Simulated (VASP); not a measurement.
# TiSb (P6_3/mmc) in VASP: a series of runs, part 2 of 2

VASP 6.6.1.

**3. Electric field gradients, LDA (equal xx and yy strain of -1 %)**

Contents of INCAR:

```
SYSTEM = TiSb
ALGO = Normal
EDIFF = 1E-8
ENCUT = 520
ISIF = 2
ISMEAR = -1
LASPH = .True.
LCHARG = .False.
LEFG = .True.
LREAL = .False.
LWAVE = .False.
NBANDS = 25
NELM = 80
PREC = Accurate
SIGMA = 0.03
```

Contents of KPOINTS:

```
k-points
0
Gamma
  12 12 7
  0 0 0
```

Contents of POSCAR:

```
TiSb
1.0
    4.0622661257      0.0000000000      0.0000000000
   -2.0311330629      3.5180256618      0.0000000000
    0.0000000000      0.0000000000      6.2836000000
Ti Sb
2 2
Direct
    0.0000000000      0.0000000000      0.0000000000
    0.0000000000      0.0000000000      0.5000000000
    0.3333333333      0.6666666667      0.2500000000
    0.6666666667      0.3333333333      0.7500000000
```

Potentials or basis: VASP PAW LDA potentials, release 64 (Ti_sv, Sb).

Command:

```sh
$ cat potpaw_LDA.64/Ti_sv/POTCAR potpaw_LDA.64/Sb/POTCAR > POTCAR
$ mpirun -np 1 vasp_std > vasp.out
```

OUTCAR:

```text
SYSTEM = TiSb
   EDIFF = 1E-8
   ENCUT = 520
   ISIF = 2
   ISMEAR = -1
   LASPH = .True.
   LREAL = .False.
   NELM = 80
   PREC = Accurate

 ion  position               nearest neighbor table
   1  0.000  0.000  0.000-   3 2.82   4 2.82   4 2.82   3 2.82   4 2.82   3 2.82
   2  0.000  0.000  0.500-   3 2.82   4 2.82   4 2.82   3 2.82   4 2.82   3 2.82
   3  0.333  0.667  0.250-   1 2.82   2 2.82   1 2.82   2 2.82   1 2.82   2 2.82
   4  0.667  0.333  0.750-   1 2.82   2 2.82   1 2.82   2 2.82   1 2.82   2 2.82

  LATTYP: Found a hexagonal cell.
 ALAT       =     4.0622661257
 C/A-ratio  =     1.5468213567

  Lattice vectors:

 A1 = (   4.0622661257,   0.0000000000,   0.0000000000)
 A2 = (  -2.0311330629,   3.5180256618,   0.0000000000)
 A3 = (   0.0000000000,   0.0000000000,   6.2836000000)

Analysis of symmetry for initial positions (statically):
=====================================================================
 Subroutine PRICEL returns:
 Original cell was already a primitive cell.

 Routine SETGRP: Setting up the symmetry group for a
 hexagonal supercell.

 Subroutine GETGRP returns: Found 24 space group operations
 (whereof 12 operations were pure point group operations)
 out of a pool of 24 trial point group operations.

The static configuration has the point symmetry D_3d.
 The point group associated with its full space group is D_6h.

Analysis of symmetry for dynamics (positions and initial velocities):
=====================================================================
 Subroutine PRICEL returns:
 Original cell was already a primitive cell.

 Routine SETGRP: Setting up the symmetry group for a
 hexagonal supercell.

 Subroutine GETGRP returns: Found 24 space group operations
 (whereof 12 operations were pure point group operations)
 out of a pool of 24 trial point group operations.

The dynamic configuration has the point symmetry D_3d.
 The point group associated with its full space group is D_6h.

 Subroutine INISYM returns: Found 24 space group operations
 (whereof 12 operations are pure point group operations),
 and found     1 'primitive' translations

----------------------------------------------------------------------------------------

                                     Primitive cell

  volume of cell :      89.7999

  direct lattice vectors                    reciprocal lattice vectors
     4.062266126  0.000000000  0.000000000     0.246168018  0.142125171  0.000000000
    -2.031133063  3.518025662  0.000000000     0.000000000  0.284250343  0.000000000
     0.000000000  0.000000000  6.283600000     0.000000000  0.000000000  0.159144439

  length of vectors
     4.062266126  4.062266126  6.283600000     0.284250343  0.284250343  0.159144439

  position of ions in fractional coordinates (direct lattice)
     0.000000000  0.000000000  0.000000000
     0.000000000  0.000000000  0.500000000
     0.333333333  0.666666667  0.250000000
     0.666666667  0.333333333  0.750000000

  ion indices of the primitive-cell ions
   primitive index   ion index
                 1           1
                 2           2
                 3           3
                 4           4

[... 89 lines left out ...]
   IMIX   =      4    mixing-type and parameters
     AMIX     =   0.40;   BMIX     =  1.00
     AMIX_MAG =   1.60;   BMIX_MAG =  1.00
  volume/ion in A,a.u.               =      22.45       151.50
  Fermi-wavevector in a.u.,A,eV,Ry     =   1.184338  2.238075 19.084315  1.402658
  Thomas-Fermi vector in A             =   2.320555
   LORBIT       =      0    0 simple, 1 ext, 2 COOP (PROOUT), +10 PAW based schemes
   GGA     = CA    functional components
   LHFCALC =     F    Hartree Fock is set to
   AEXX    =    0.0000 exact exchange contribution
   IVDW    =     0    specifies the selected vdW correction
   LEPSILON=     F    determine dielectric tensor
   LRPA    =     F    only Hartree local field effects (RPA)
 non-spin polarized calculation
  energy-cutoff  :      520.00
  volume of cell :       89.80
 maximum number of plane-waves:      2448
   NGX = 15   NGY = 15   NGZ = 23

 number of electron      33.9999981 magnetization

 Free energy of the ion-electron system (eV)
  ---------------------------------------------------
  ext. energy  EPLUGINS =         0.00000000
  ---------------------------------------------------
  free energy    TOTEN  =       -28.70359412 eV

  energy without entropy =      -28.69134681  energy(sigma->0) =      -28.69747047

 E-fermi :   8.0611     XC(G=0): -10.7564

 val. band max:        8.0416926368   @ k =   0.3333   0.0000   0.4286
 cond. band min:       8.0633659251   @ k =   0.0833   0.0833   0.1429
 fundamental gap:      0.0216732883
 Fermi energy:         8.0611423270

 k-point     1 :       0.0000    0.0000    0.0000
  band No.  band energies     occupation
      1     -48.6452      2.00000
      2     -48.6282      2.00000
      3     -25.3701      2.00000
      4     -25.3701      2.00000
      5     -25.3506      2.00000
      6     -25.3506      2.00000
[... 661 lines left out ...]
     24      10.4858      0.00000
     25      11.5840      0.00000

 [... further k-points ...]

------------------------ aborting loop because EDIFF is reached ----------------------------------------

  FORCE on cell =-STRESS in cart. coord.  units (eV):
  Direction    XX          YY          ZZ          XY          YZ          ZX
  --------------------------------------------------------------------------------------
  -------------------------------------------------------------------------------------
  Total       -3.7134940     -3.7134940     -4.1636839      0.0000000      0.0000000     -0.0000000
  in kB      -66.2548082    -66.2548082    -74.2869322      0.0000000      0.0000000     -0.0000000
  external PRESSURE =     -68.9321829 kB  Pullay stress =       0.0000000 kB

 VOLUME and BASIS-vectors are now :
 -----------------------------------------------------------------------------
  energy-cutoff  :      520.00
  volume of cell :       89.80
      direct lattice vectors                 reciprocal lattice vectors
     4.062266126  0.000000000  0.000000000     0.246168018  0.142125171  0.000000000
    -2.031133063  3.518025662  0.000000000     0.000000000  0.284250343  0.000000000
     0.000000000  0.000000000  6.283600000     0.000000000  0.000000000  0.159144439

 POSITION                                       TOTAL-FORCE (eV/Angst)
 -----------------------------------------------------------------------------------
      0.00000      0.00000      0.00000         0.000000      0.000000      0.000000
      0.00000      0.00000      3.14180         0.000000      0.000000      0.000000
     -0.00000      2.34535      1.57090        -0.000000      0.000000      0.000000
      2.03113      1.17268      4.71270         0.000000      0.000000     -0.000000
 -----------------------------------------------------------------------------------
    total drift:                                0.000000      0.000000      0.000000

  FREE ENERGIE OF THE ION-ELECTRON SYSTEM (eV)
  ---------------------------------------------------
  free  energy   TOTEN  =       -28.7035941203 eV

  energy  without entropy=      -28.6913468139  energy(sigma->0) =      -28.69747047

 Electric field gradients (V/A^2)
---------------------------------------------------------------------
 ion       V_xx      V_yy      V_zz      V_xy      V_xz      V_yz
---------------------------------------------------------------------
   1      25.960    25.962   -51.923     0.002    -0.000     0.000
   2      25.960    25.962   -51.923     0.002     0.000    -0.000
   3     -15.154   -15.154    30.309    -0.000    -0.000    -0.000
   4     -15.154   -15.154    30.309    -0.000    -0.000    -0.000
---------------------------------------------------------------------

 Electric field gradients after diagonalization (V/A^2)
 (convention: |V_zz| > |V_xx| > |V_yy|)
----------------------------------------------------------------------
 ion       V_xx      V_yy      V_zz     asymmetry (V_yy - V_xx)/ V_zz
----------------------------------------------------------------------
   1      25.963    25.959   -51.923       0.000
   2      25.963    25.959   -51.923       0.000
   3     -15.155   -15.154    30.309       0.000
   4     -15.155   -15.154    30.309       0.000
----------------------------------------------------------------------

           NMR quadrupolar parameters

 Cq : quadrupolar parameter    Cq=e*Q*V_zz/h
 eta: asymmetry parameters     (V_yy - V_xx)/ V_zz
 Q  : nuclear electric quadrupole moment in mb (millibarn)
----------------------------------------------------------------------
 ion       Cq(MHz)       eta       Q (mb)
----------------------------------------------------------------------
   1      -0.126       0.000       1.000
   2      -0.126       0.000       1.000
   3       0.073       0.000       1.000
   4       0.073       0.000       1.000
----------------------------------------------------------------------
```

Wall time 98 s (1 thread of Intel Xeon Platinum 8488C (Sapphire Rapids), shared host); peak memory 0.27 GiB.

Results:

- Free energy: -28.7036 eV
- Pressure: -6.9 GPa
- Band gap on the k mesh: zero (bands 17 and 18 overlap by 0.46 eV)
- Largest electric field gradient by atom: Ti -51.9; Sb +30.3 V/Å²

Stress tensor (GPa, compression positive):
```
-6.63  0.00  0.00
 0.00 -6.63  0.00
 0.00  0.00 -7.43
```

Electric field gradients, principal values (V/Å²):
```
atom    least   middle  greatest (by size)
1 Ti   25.959   25.963             -51.923
2 Ti   25.959   25.963             -51.923
3 Sb  -15.154  -15.155              30.309
4 Sb  -15.154  -15.155              30.309
```

Caveat: the cell differs from its parent crystal (equal xx and yy strain of -1 %); the cell stands under tension; without QUAD_EFG the Cq values of the log hold for a quadrupole moment of 1 mb, not for the nuclei; spin-orbit coupling is left out, which moves the levels of the heavy elements.

**4. Electric field gradients, LDA**

This run uses another cell than the first one, of 22.91 Å³/atom.

Contents of INCAR:

```
SYSTEM = TiSb
PREC = Accurate ; ENCUT = 520
EDIFF = 1E-8 ; ISMEAR = -1
SIGMA = 0.03 ; LREAL = .FALSE.
LASPH = .TRUE. ; NELM = 80
ALGO = Normal ; ISIF = 2
LWAVE = .FALSE. ; LCHARG = .FALSE.
GGA = CA ; LEFG = .TRUE.
NBANDS = 25
```

Contents of KPOINTS:

```
regular mesh
0
G
  12 12 7
  0 0 0
```

Edit POSCAR of step 3 so:

```diff
@@ -2,4 +2,4 @@
 1.0
-    4.0622661257      0.0000000000      0.0000000000
-   -2.0311330629      3.5180256618      0.0000000000
+    4.1032991169      0.0000000000      0.0000000000
+   -2.0516495585      3.5535612746      0.0000000000
     0.0000000000      0.0000000000      6.2836000000
```

Potentials or basis: VASP PAW LDA potentials, release 64 (Ti_sv, Sb).

Command:

```sh
$ cat potpaw_LDA.64/Ti_sv/POTCAR potpaw_LDA.64/Sb/POTCAR > POTCAR
$ mpirun -np 1 vasp_std > vasp.out
```

OUTCAR:

```text
SYSTEM = TiSb
   PREC = Accurate
   ENCUT = 520
   EDIFF = 1E-8
   ISMEAR = -1
   LREAL = .FALSE.
   LASPH = .TRUE.
   NELM = 80
   ISIF = 2
   GGA = CA

 ion  position               nearest neighbor table
   1  0.000  0.000  0.000-   3 2.84   4 2.84   4 2.84   3 2.84   4 2.84   3 2.84
   2  0.000  0.000  0.500-   3 2.84   4 2.84   4 2.84   3 2.84   4 2.84   3 2.84
   3  0.333  0.667  0.250-   1 2.84   2 2.84   1 2.84   2 2.84   1 2.84   2 2.84
   4  0.667  0.333  0.750-   1 2.84   2 2.84   1 2.84   2 2.84   1 2.84   2 2.84

  LATTYP: Found a hexagonal cell.
 ALAT       =     4.1032991169
 C/A-ratio  =     1.5313531432

  Lattice vectors:
[... 902 lines left out ...]
 ion       V_xx      V_yy      V_zz      V_xy      V_xz      V_yz
---------------------------------------------------------------------
   1      25.913    25.912   -51.825    -0.001     0.000    -0.000
   2      25.913    25.912   -51.825    -0.001    -0.000     0.000
   3     -14.947   -14.947    29.894    -0.000     0.000    -0.000
   4     -14.947   -14.947    29.894    -0.000     0.000     0.000
---------------------------------------------------------------------

 Electric field gradients after diagonalization (V/A^2)
 (convention: |V_zz| > |V_xx| > |V_yy|)
----------------------------------------------------------------------
 ion       V_xx      V_yy      V_zz     asymmetry (V_yy - V_xx)/ V_zz
----------------------------------------------------------------------
   1      25.914    25.911   -51.825       0.000
   2      25.914    25.911   -51.825       0.000
   3     -14.947   -14.947    29.894       0.000
   4     -14.947   -14.947    29.894       0.000
----------------------------------------------------------------------

           NMR quadrupolar parameters

 Cq : quadrupolar parameter    Cq=e*Q*V_zz/h
 eta: asymmetry parameters     (V_yy - V_xx)/ V_zz
 Q  : nuclear electric quadrupole moment in mb (millibarn)
----------------------------------------------------------------------
 ion       Cq(MHz)       eta       Q (mb)
----------------------------------------------------------------------
   1      -0.125       0.000       1.000
   2      -0.125       0.000       1.000
   3       0.072       0.000       1.000
   4       0.072       0.000       1.000
----------------------------------------------------------------------
```

Wall time 91 s (1 thread of Intel Xeon 6975P-C (Granite Rapids), shared host); peak memory 0.28 GiB.

What came out:

| Quantity | Value |
| --- | --- |
| Free energy | -28.6200 eV |
| Pressure | -8.3 GPa |
| Band gap on the k mesh | zero (bands 17 and 18 overlap by 0.47 eV) |
| Largest electric field gradient by atom | Ti -51.8; Sb +29.9 V/Å² |

Electric field gradients, principal values (V/Å²):
```csv
atom,least,middle,greatest (by size)
1 Ti,25.911,25.914,-51.825
2 Ti,25.911,25.914,-51.825
3 Sb,-14.947,-14.947,29.894
4 Sb,-14.947,-14.947,29.894
```

Caveat: the cell stands under tension; without QUAD_EFG the Cq values of the log hold for a quadrupole moment of 1 mb, not for the nuclei; spin-orbit coupling is left out, which moves the levels of the heavy elements.

The gap in the log of VASP goes by the Fermi energy; the results here count the filled bands.